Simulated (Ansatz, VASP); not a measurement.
**One calculation of CdBi2, two programs**

```
CELL_PARAMETERS angstrom
3.84169 0.00000 0.00000
-1.92084 3.32700 0.00000
0.00000 0.00000 14.17540
ATOMIC_POSITIONS crystal
Cd 0.33333 0.66667 0.25000
Cd 0.66667 0.33333 0.75000
Bi 0.33333 0.66667 0.59408
Bi 0.66667 0.33333 0.09408
Bi 0.33333 0.66667 0.90592
Bi 0.66667 0.33333 0.40592
```

Alike in both runs: functional PBE; k mesh 6 × 6 × 2; occupations gaussian, width 0.1 eV; no spin polarisation.

Ansatz relaxed the structure, and its values are those at the end. VASP's run is a single point on that final structure, the one shown.

|  | VASP | Ansatz |
| --- | --- | --- |
| version | VASP 6.6.1 | Ansatz 0.2.0 |
| potentials or method | VASP PAW PBE potentials, release 64 (Cd, Bi_d), cutoff 520 eV | scalar-relativistic, plane waves, PAW |
| valence electrons in the cell | 84 | 100 |

Ansatz gave:

```
gap on the k mesh at the Fermi level (eV) : none
pressure (GPa)                            : 0.0
rms of the force components (eV/Å)        : 0.001
```

Problem. Estimate VASP's values.

Solution. gap on the k mesh at the Fermi level (eV): none; pressure (GPa): 0.0; rms of the force components (eV/Å): 0.007.

A gap of «none» marks a metal or a gap that the smearing closes. The functional is the same, so the differences come from potentials, cutoffs and numerics. VASP's potentials hold 84 valence electrons a cell and Ansatz's 100, so a difference there can come from the potentials and not from the codes.

Spin-orbit coupling is off throughout.
